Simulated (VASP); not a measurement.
# Mg32O31 (a cell with a defect) in VASP: notebook

Mg32O31 (a cell with a defect) is run at these levels: PBEsol; tasks: single point.

Program: VASP 6.6.1. These are calculated values, not measurements. Logs are shortened: lines on timing, memory, paths and dates and some standing lists are left out, and cuts for length are marked.

**1. The cell of the first run**

The cell holds a defect, 63 atoms: a = 8.429 Å, b = 8.429 Å, c = 8.429 Å, α = 90.00°, β = 90.00°, γ = 90.00°.

**2. Single point, PBEsol**

File INCAR:

```
SYSTEM = Mg32O31
PREC = Accurate
ENCUT = 520
EDIFF = 1E-6
ISMEAR = -1
SIGMA = 0.05
LREAL = Auto
LASPH = .TRUE.
NELM = 80
ALGO = Normal
ISIF = 2
LWAVE = .FALSE.
LCHARG = .FALSE.
GGA = PS
NBANDS = 162
ISYM = 0
```

File KPOINTS:

```
Automatic mesh
0
Gamma
  1 1 1
  0.25 0.25 0.25
```

File POSCAR:

```
Mg32O31
1.0
    8.4288080000      0.0000000000      0.0000000000
    0.0000000000      8.4288080000      0.0000000000
    0.0000000000      0.0000000000      8.4288080000
O Mg
31 32
Direct
    0.2501400000      0.0001380000      0.0001130000
    0.2501220000      0.0001550000      0.5001500000
    0.2501160000      0.5001030000      0.0001490000
    0.7501070000      0.0001330000      0.0001190000
    0.7501490000      0.0001040000      0.5000970000
    0.7501230000      0.5001140000      0.0000920000
    0.7500950000      0.5001340000      0.5000860000
    0.0001150000      0.2501160000      0.0001340000
    0.9993930000      0.2494420000      0.5001520000
    0.0000670000      0.7501410000      0.0000910000
    0.9994460000      0.7508160000      0.5001490000
    0.5001400000      0.2501070000      0.0001270000
    0.5008410000      0.2493930000      0.5000880000
    0.5001260000      0.7501320000      0.0001360000
    0.5008300000      0.7508540000      0.5000930000
    0.0001010000      0.0001410000      0.2501000000
    0.0001210000      0.0001390000      0.7501900000
    0.9993990000      0.5001340000      0.2493800000
    0.9993690000      0.5001180000      0.7508120000
    0.5001500000      0.0001130000      0.2500850000
    0.5001000000      0.0000830000      0.7501490000
    0.5008090000      0.5000900000      0.2493940000
    0.5007830000      0.5001540000      0.7508140000
    0.2501410000      0.2493660000      0.2493420000
    0.2501300000      0.2494300000      0.7508820000
    0.2501230000      0.7508410000      0.2493990000
    0.2500860000      0.7508310000      0.7508780000
    0.7501470000      0.2500920000      0.2500950000
    0.7501160000      0.2501050000      0.7501430000
    0.7501070000      0.7501430000      0.2500990000
    0.7500940000      0.7501140000      0.7501420000
    0.0000100000      0.0001770000      0.0001290000
    0.9997230000      0.0002350000      0.5001810000
    0.9996630000      0.5001320000      0.0001940000
    0.9984880000      0.5001310000      0.5001450000
    0.5002240000      0.0001540000      0.0001230000
    0.5005250000      0.0001060000      0.5001000000
    0.5005740000      0.5001370000      0.0001210000
    0.5017370000      0.5001610000      0.5001250000
    0.2501190000      0.2496970000      0.0002000000
    0.2501520000      0.2484770000      0.5001220000
    0.2500840000      0.7505900000      0.0001090000
    0.2501520000      0.7518110000      0.5001400000
    0.7501740000      0.2500730000      0.0001890000
    0.7502040000      0.2496930000      0.5001200000
    0.7501170000      0.7502350000      0.0001450000
    0.7500140000      0.7505650000      0.5001790000
    0.2501210000      0.0001860000      0.2496150000
    0.2501070000      0.0000850000      0.7506130000
    0.2501310000      0.5000880000      0.2484590000
    0.2500880000      0.5001920000      0.7518670000
    0.7501290000      0.0001150000      0.2500650000
    0.7501200000      0.0001850000      0.7502170000
    0.7501080000      0.5001650000      0.2497390000
    0.7500220000      0.5001200000      0.7505900000
    0.0001470000      0.2501390000      0.2501740000
    0.0001750000      0.2501820000      0.7501720000
    0.0001410000      0.7501200000      0.2502100000
    0.0000880000      0.7501190000      0.7501490000
    0.5001620000      0.2501420000      0.2501370000
    0.5000850000      0.2501500000      0.7501280000
    0.5000550000      0.7501080000      0.2501250000
    0.5000600000      0.7501400000      0.7501840000
```

Potentials or basis: VASP PAW PBE potentials, release 64 (O, Mg).

Started as:

```sh
> cat potpaw_PBE.64/O/POTCAR potpaw_PBE.64/Mg/POTCAR > POTCAR
> mpirun -np 1 vasp_std > vasp.out
```

OUTCAR:

```text
SYSTEM = Mg32O31
   PREC = Accurate
   ENCUT = 520
   EDIFF = 1E-6
   ISMEAR = -1
   LREAL = Auto
   LASPH = .TRUE.
   NELM = 80
   ISIF = 2
   GGA = PS
   ISYM = 0

 ion  position               nearest neighbor table
   1  0.250  0.000  0.000-  49 2.10  48 2.10  42 2.10  40 2.10  36 2.11  32 2.11
   2  0.250  0.000  0.500-  41 2.09  43 2.09  33 2.11  37 2.11  49 2.11  48 2.11
   3  0.250  0.500  0.000-  51 2.09  50 2.09  40 2.11  34 2.11  38 2.11  42 2.11
   4  0.750  0.000  0.000-  36 2.11  46 2.11  53 2.11  32 2.11  44 2.11  52 2.11
   5  0.750  0.000  0.500-  47 2.10  33 2.10  45 2.10  37 2.10  52 2.11  53 2.11
   6  0.750  0.500  0.000-  55 2.10  34 2.10  38 2.10  54 2.10  44 2.11  46 2.11
[... 75 lines left out ...]
  57  0.000  0.250  0.750-  19 2.11  25 2.11   8 2.11   9 2.11  17 2.11  29 2.11  51 2.98  33 2.98
                            32 2.98  40 2.98  34 2.98  35 2.98  44 2.98  45 2.98  49 2.98  41 2.98
  58  0.000  0.750  0.250-  11 2.11  26 2.11  18 2.11  16 2.11  30 2.11  10 2.11  35 2.98  43 2.98
                            54 2.98  34 2.98  52 2.98  50 2.98  42 2.98  48 2.98  33 2.98  46 2.98
  59  0.000  0.750  0.750-  10 2.11  31 2.11  27 2.11  11 2.11  19 2.11  17 2.11  51 2.98  42 2.98
                            46 2.98  49 2.98  35 2.98  34 2.98  53 2.98  32 2.98  47 2.98  55 2.98
  60  0.500  0.250  0.250-  22 2.11  13 2.11  28 2.11  12 2.11  24 2.11  20 2.11  44 2.98  54 2.98
                            40 2.98  50 2.98  52 2.98  48 2.98  37 2.98  41 2.98  36 2.98  38 2.98
  61  0.500  0.250  0.750-  25 2.11  12 2.11  23 2.11  29 2.11  13 2.11  21 2.11  55 2.98  41 2.98
                            38 2.98  36 2.98  53 2.98  39 2.98  40 2.98  49 2.98  51 2.98  37 2.98
  62  0.500  0.750  0.250-  26 2.11  15 2.11  14 2.11  20 2.11  22 2.11  30 2.11  43 2.98  50 2.98
                            39 2.98  37 2.98  38 2.98  42 2.98  54 2.98  48 2.98  47 2.98  46 2.98
  63  0.500  0.750  0.750-  21 2.11  14 2.11  27 2.11  23 2.11  31 2.11  15 2.11  49 2.98  42 2.98
                            51 2.98  38 2.98  36 2.98  43 2.98  47 2.98  55 2.98  46 2.98  39 2.98

IMPORTANT INFORMATION: All symmetrisations will be switched off!
NOSYMM: (Re-)initialisation of all symmetry stuff for point group C_1.

----------------------------------------------------------------------------------------

                                     Primitive cell

  volume of cell :     598.8230

  direct lattice vectors                    reciprocal lattice vectors
     8.428808000  0.000000000  0.000000000     0.118640738  0.000000000  0.000000000
     0.000000000  8.428808000  0.000000000     0.000000000  0.118640738  0.000000000
     0.000000000  0.000000000  8.428808000     0.000000000  0.000000000  0.118640738

  length of vectors
     8.428808000  8.428808000  8.428808000     0.118640738  0.118640738  0.118640738

  position of ions in fractional coordinates (direct lattice)
     0.250140000  0.000138000  0.000113000
     0.250122000  0.000155000  0.500150000
     0.250116000  0.500103000  0.000149000
     0.750107000  0.000133000  0.000119000
     0.750149000  0.000104000  0.500097000
     0.750123000  0.500114000  0.000092000
[... 55 lines left out ...]
     0.500055000  0.750108000  0.250125000
     0.500060000  0.750140000  0.750184000

  ion indices of the primitive-cell ions
   primitive index   ion index
                 1           1
                 2           2
                 3           3
                 4           4
                 5           5
                 6           6
[... 55 lines left out ...]
                62          62
                63          63

----------------------------------------------------------------------------------------

 KPOINTS: Automatic mesh

Automatic generation of k-mesh.
 Grid dimensions read from file:
 generate k-points for:    1    1    1

 Generating k-lattice:

  Cartesian coordinates                     Fractional coordinates (reciprocal lattice)
[... 43 lines left out ...]
 non-spin polarized calculation
  energy-cutoff  :      520.00
  volume of cell :      598.82
 maximum number of plane-waves:     16125
 NGX is ok and might be reduce to    64
   NGX = 31   NGY = 31   NGZ = 31

 number of electron     249.9999907 magnetization

 Free energy of the ion-electron system (eV)
  ---------------------------------------------------
  ext. energy  EPLUGINS =         0.00000000
  ---------------------------------------------------
  free energy    TOTEN  =      -388.38557802 eV

  energy without entropy =     -388.38557802  energy(sigma->0) =     -388.38557802

 E-fermi :   6.7283     XC(G=0): -11.2377

 val. band max:        5.4969423283   @ k =   0.2500  -0.2500   0.2500
 cond. band min:       8.5747125796   @ k =   0.2500   0.2500   0.2500
 fundamental gap:      3.0777702513
 Fermi energy:         6.7283251995

 k-point     1 :       0.2500    0.2500    0.2500
  band No.  band energies     occupation
      1     -14.0486      2.00000
      2     -13.6869      2.00000
      3     -13.6864      2.00000
      4     -13.6188      2.00000
      5     -13.3743      2.00000
      6     -13.3739      2.00000
[... 129 lines left out ...]
    136      11.4399      0.00000
    137      11.4400      0.00000

 k-point     2 :      -0.2500    0.2500    0.2500
  band No.  band energies     occupation
      1     -14.0485      2.00000
      2     -13.6875      2.00000
      3     -13.6865      2.00000
      4     -13.6179      2.00000
      5     -13.3750      2.00000
      6     -13.3739      2.00000
[... 129 lines left out ...]
    136      11.4399      0.00000
    137      11.4402      0.00000

 k-point     3 :      -0.2500   -0.2500    0.2500
  band No.  band energies     occupation
      1     -14.0485      2.00000
      2     -13.6874      2.00000
      3     -13.6864      2.00000
      4     -13.6182      2.00000
      5     -13.3748      2.00000
      6     -13.3739      2.00000
[... 129 lines left out ...]
    136      11.4399      0.00000
    137      11.4402      0.00000

 k-point     4 :       0.2500   -0.2500    0.2500
  band No.  band energies     occupation
      1     -14.0485      2.00000
      2     -13.6875      2.00000
      3     -13.6868      2.00000
      4     -13.6175      2.00000
      5     -13.3750      2.00000
      6     -13.3743      2.00000
[... 129 lines left out ...]
    136      11.4399      0.00000
    137      11.4401      0.00000
 [bands above 137 left out]

------------------------ aborting loop because EDIFF is reached ----------------------------------------

  FORCE on cell =-STRESS in cart. coord.  units (eV):
  Direction    XX          YY          ZZ          XY          YZ          ZX
  --------------------------------------------------------------------------------------
  -------------------------------------------------------------------------------------
  Total        0.4881184      0.4947935      0.4982400      0.0019434      0.0038519      0.0018134
  in kB        1.3059824      1.3238419      1.3330630      0.0051997      0.0103059      0.0048518
  external PRESSURE =       1.3209624 kB  Pullay stress =       0.0000000 kB

 VOLUME and BASIS-vectors are now :
 -----------------------------------------------------------------------------
  energy-cutoff  :      520.00
  volume of cell :      598.82
      direct lattice vectors                 reciprocal lattice vectors
     8.428808000  0.000000000  0.000000000     0.118640738  0.000000000  0.000000000
     0.000000000  8.428808000  0.000000000     0.000000000  0.118640738  0.000000000
     0.000000000  0.000000000  8.428808000     0.000000000  0.000000000  0.118640738

 POSITION                                       TOTAL-FORCE (eV/Angst)
 -----------------------------------------------------------------------------------
      2.10838      0.00116      0.00095        -0.003516     -0.002326      0.000472
      2.10823      0.00131      4.21567        -0.001456     -0.002108     -0.003299
      2.10818      4.21527      0.00126        -0.001573      0.002602     -0.001646
      6.32251      0.00112      0.00100         0.000565     -0.000138     -0.000375
      6.32286      0.00088      4.21522        -0.002773      0.002000      0.003499
      6.32264      4.21536      0.00078        -0.002822      0.000256      0.004068
[... 55 lines left out ...]
      4.21487      6.32252      2.10826         0.003884      0.001614     -0.003089
      4.21491      6.32279      6.32316         0.004796      0.000563     -0.002471
 -----------------------------------------------------------------------------------
    total drift:                               -0.017816     -0.017098     -0.016938

  FREE ENERGIE OF THE ION-ELECTRON SYSTEM (eV)
  ---------------------------------------------------
  free  energy   TOTEN  =      -388.3855780208 eV

  energy  without entropy=     -388.3855780207  energy(sigma->0) =     -388.38557802
```

Wall time 8.5 min (1 thread of Intel Xeon Platinum 8488C (Sapphire Rapids), shared host); peak memory 0.67 GiB.

What came out:

* Free energy: -388.3856 eV
* Pressure: 0.1 GPa
* Largest force: 0.012 eV/Å
* Band gap on the k mesh: 3.08 eV

Forces in eV/Å, atoms in the order of the input:
```
O   -0.004 -0.002  0.000
O   -0.001 -0.002 -0.003
O   -0.002  0.003 -0.002
O    0.001  0.000  0.000
O   -0.003  0.002  0.003
O   -0.003  0.000  0.004
O   -0.001 -0.002  0.003
O   -0.002 -0.001  0.001
O    0.003 -0.001  0.001
O    0.002  0.001  0.004
O   -0.003  0.006  0.002
O    0.001  0.000 -0.001
O    0.003  0.002  0.005
O   -0.001  0.000 -0.002
O   -0.002  0.000  0.005
O    0.001 -0.001  0.001
O   -0.003  0.000 -0.004
O    0.001  0.000  0.004
O    0.003  0.002  0.006
O   -0.002  0.000  0.001
O    0.002  0.002 -0.002
O    0.004  0.005  0.002
O    0.002  0.001  0.003
O    0.000  0.004  0.006
O    0.001  0.001  0.000
O    0.000  0.003  0.001
O    0.003  0.001 -0.001
O   -0.001  0.001  0.001
O   -0.001  0.000 -0.001
O   -0.001 -0.001  0.001
O   -0.002  0.003  0.000
Mg   0.001 -0.004  0.001
Mg  -0.003 -0.011 -0.002
Mg  -0.001  0.002 -0.006
Mg  -0.008  0.003  0.001
Mg   0.000 -0.001  0.001
Mg   0.004  0.004  0.002
Mg  -0.001 -0.002  0.001
Mg   0.007 -0.004  0.000
Mg   0.002 -0.001 -0.008
Mg   0.001 -0.006  0.003
Mg   0.000 -0.001  0.005
Mg  -0.005  0.005 -0.001
Mg  -0.004 -0.002 -0.005
Mg  -0.009  0.000  0.001
Mg   0.001 -0.001 -0.001
Mg   0.011  0.001 -0.003
Mg   0.001 -0.006  0.004
Mg   0.001  0.006 -0.001
Mg   0.000  0.004 -0.006
Mg   0.000 -0.006  0.002
Mg  -0.001 -0.001 -0.001
Mg  -0.001 -0.004  0.000
Mg   0.000 -0.001 -0.005
Mg   0.008  0.000 -0.002
Mg  -0.002  0.000 -0.004
Mg  -0.002 -0.001  0.000
Mg  -0.001  0.003 -0.004
Mg  -0.002  0.000 -0.003
Mg   0.000 -0.002 -0.001
Mg   0.001 -0.003 -0.001
Mg   0.004  0.002 -0.003
Mg   0.005  0.001 -0.002
```

Levels at points of the mesh, in eV from the valence-band top:
| k point | band 123 | band 124 | band 125 | band 126 | band 127 | band 128 |
| --- | --- | --- | --- | --- | --- | --- |
| (0.25, 0.25, 0.25) | -2.68 | -2.68 | 0.00 | 3.08 | 3.92 | 3.92 |

Caveat: the k points lie up to 0.75 Å⁻¹ apart; the PAW data sets were made with another functional, which shifts forces and pressure a little.

**3. Single point, PBEsol**

File INCAR:

```
SYSTEM = Mg32O31
  PREC = Accurate
  ENCUT = 520
  EDIFF = 1E-6
  ISMEAR = -1
  SIGMA = 0.05
  LREAL = Auto
  LASPH = .True.
  NELM = 100
  ALGO = Normal
  ISIF = 2
  LWAVE = .False.
  LCHARG = .True.
  GGA = PS
  LELF = .True.
  LVHAR = .True.
  NELECT = 248.0
  ISYM = 0
  NBANDS = 162
```

KPOINTS is that of step 2.

File POSCAR:

```
Mg32O31
1.0
    8.4288080000      0.0000000000      0.0000000000
    0.0000000000      8.4288080000      0.0000000000
    0.0000000000      0.0000000000      8.4288080000
O Mg
31 32
Direct
    0.2501170000      0.0001340000      0.0001260000
    0.2501170000      0.0001350000      0.5001500000
    0.2501060000      0.5001270000      0.0001380000
    0.7501110000      0.0001290000      0.0001300000
    0.7501040000      0.0001310000      0.5001240000
    0.7501240000      0.5001290000      0.0001340000
    0.7501150000      0.5001220000      0.5001020000
    0.0015890000      0.2515960000      0.0001440000
    0.0059040000      0.2559210000      0.5000850000
    0.0015910000      0.7486520000      0.0001400000
    0.0058540000      0.7444020000      0.5001230000
    0.4986270000      0.2516080000      0.0001270000
    0.4943760000      0.2558740000      0.5001330000
    0.4986540000      0.7486680000      0.0001140000
    0.4943160000      0.7443240000      0.5001780000
    0.0015850000      0.0001470000      0.2515960000
    0.0015840000      0.0001260000      0.7486610000
    0.0059150000      0.5000900000      0.2559260000
    0.0058510000      0.5001310000      0.7443920000
    0.4986250000      0.0001290000      0.2516230000
    0.4986560000      0.0001220000      0.7486660000
    0.4943870000      0.5001270000      0.2558520000
    0.4943270000      0.5001710000      0.7443600000
    0.2500750000      0.2559260000      0.2559320000
    0.2501100000      0.2558640000      0.7443960000
    0.2501200000      0.7444030000      0.2558620000
    0.2501560000      0.7443340000      0.7443390000
    0.7501210000      0.2515820000      0.2515850000
    0.7501270000      0.2516200000      0.7486400000
    0.7501070000      0.7486540000      0.2516190000
    0.7501090000      0.7486490000      0.7486510000
    0.9988930000      0.0001260000      0.0001240000
    0.9977020000      0.0000950000      0.5001100000
    0.9977030000      0.5001210000      0.0001150000
    0.9804400000      0.5001410000      0.5001280000
    0.5013390000      0.0001330000      0.0001480000
    0.5025400000      0.0002090000      0.5001550000
    0.5025330000      0.5001520000      0.0001930000
    0.5197800000      0.5001350000      0.5001520000
    0.2501040000      0.2477200000      0.0000790000
    0.2501150000      0.2304720000      0.5001340000
    0.2501300000      0.7525530000      0.0001750000
    0.2501310000      0.7698080000      0.5001390000
    0.7501190000      0.2489150000      0.0001410000
    0.7500900000      0.2477140000      0.5001190000
    0.7501190000      0.7513580000      0.0001450000
    0.7501420000      0.7525570000      0.5001580000
    0.2500840000      0.0000820000      0.2477110000
    0.2501320000      0.0001730000      0.7525520000
    0.2501290000      0.5001280000      0.2304750000
    0.2501150000      0.5001320000      0.7698000000
    0.7500990000      0.0001320000      0.2489120000
    0.7501410000      0.0001600000      0.7513540000
    0.7500350000      0.5001200000      0.2477220000
    0.7501760000      0.5001420000      0.7525650000
    0.0000460000      0.2500650000      0.2500630000
    0.0000970000      0.2501150000      0.7501850000
    0.0000840000      0.7501760000      0.2501090000
    0.0000680000      0.7501710000      0.7501670000
    0.5001650000      0.2500920000      0.2501010000
    0.5001460000      0.2501020000      0.7501560000
    0.5001340000      0.7501700000      0.2501010000
    0.5001960000      0.7501920000      0.7502080000
```

Potentials or basis: VASP PAW PBE potentials, release 64 (O, Mg).

Started as:

```sh
> cat potpaw_PBE.64/O/POTCAR potpaw_PBE.64/Mg/POTCAR > POTCAR
> mpirun -np 1 vasp_std > vasp.out
```

Run time: 8.6 min. Hardware: 1 thread of Intel Xeon Platinum 8488C (Sapphire Rapids), shared host; peak memory 0.69 GiB.

The run converged. Its results:

| Item | Value |
| --- | --- |
| Free energy | -399.2404 eV |
| Largest force | 0.015 eV/Å |

Forces on the atoms (eV/Å):
```
O   -0.001 -0.002 -0.001
O   -0.001 -0.001 -0.002
O    0.000 -0.001 -0.002
O   -0.001 -0.001 -0.001
O    0.000  0.000  0.000
O   -0.002 -0.001 -0.001
O   -0.002 -0.001  0.001
O    0.003  0.004 -0.002
O   -0.001 -0.001  0.007
O    0.004 -0.003  0.001
O    0.003 -0.002  0.002
O   -0.003  0.004  0.002
O   -0.001  0.004  0.001
O   -0.005 -0.005  0.005
O    0.002  0.002 -0.005
O    0.003 -0.003  0.004
O    0.004  0.002 -0.005
O   -0.002  0.006 -0.001
O    0.004  0.002 -0.002
O   -0.003  0.002  0.003
O   -0.005  0.004 -0.005
O   -0.002  0.002  0.005
O    0.001 -0.005  0.001
O    0.006 -0.001 -0.001
O    0.002  0.004 -0.002
O    0.001 -0.002  0.004
O   -0.004  0.002  0.002
O   -0.002  0.005  0.005
O    0.001  0.003 -0.002
O    0.001 -0.004  0.003
O    0.004 -0.003 -0.003
Mg   0.001  0.000  0.000
Mg   0.011  0.005  0.002
Mg   0.011  0.002  0.005
Mg  -0.002 -0.003 -0.003
Mg  -0.002  0.001 -0.001
Mg  -0.013 -0.007 -0.001
Mg  -0.012 -0.002 -0.007
Mg   0.005  0.001  0.001
Mg   0.002  0.011  0.007
Mg  -0.003 -0.004 -0.003
Mg  -0.001 -0.013 -0.006
Mg   0.001  0.003  0.002
Mg  -0.001  0.001 -0.002
Mg   0.005  0.012  0.001
Mg   0.001 -0.002  0.000
Mg  -0.004 -0.013 -0.002
Mg   0.003  0.007  0.012
Mg  -0.001 -0.005 -0.012
Mg  -0.004 -0.002 -0.004
Mg   0.002  0.002  0.005
Mg   0.000 -0.001  0.001
Mg  -0.002 -0.001 -0.002
Mg   0.008  0.002  0.011
Mg  -0.006 -0.001 -0.013
Mg   0.001  0.001  0.000
Mg  -0.006 -0.006 -0.001
Mg  -0.006 -0.001 -0.006
Mg   0.000  0.004  0.005
Mg  -0.001 -0.005 -0.006
Mg   0.006 -0.001  0.007
Mg   0.006  0.005 -0.001
Mg  -0.001  0.001 -0.001
```

Levels at points of the mesh, in eV from the Fermi level:
| k point | band 122 | band 123 | band 124 | band 125 | band 126 | band 127 |
| --- | --- | --- | --- | --- | --- | --- |
| (0.25, 0.25, 0.25) | -1.57 | -1.30 | -1.30 | 1.33 | 4.46 | 5.40 |

Caveat: the k points lie up to 0.75 Å⁻¹ apart; the cell carries a net charge on a neutralising background, which shifts energy and pressure; the cell is charged against a uniform background, so pressure and absolute levels hang on convention; the PAW data sets were made with another functional, which shifts forces and pressure a little.
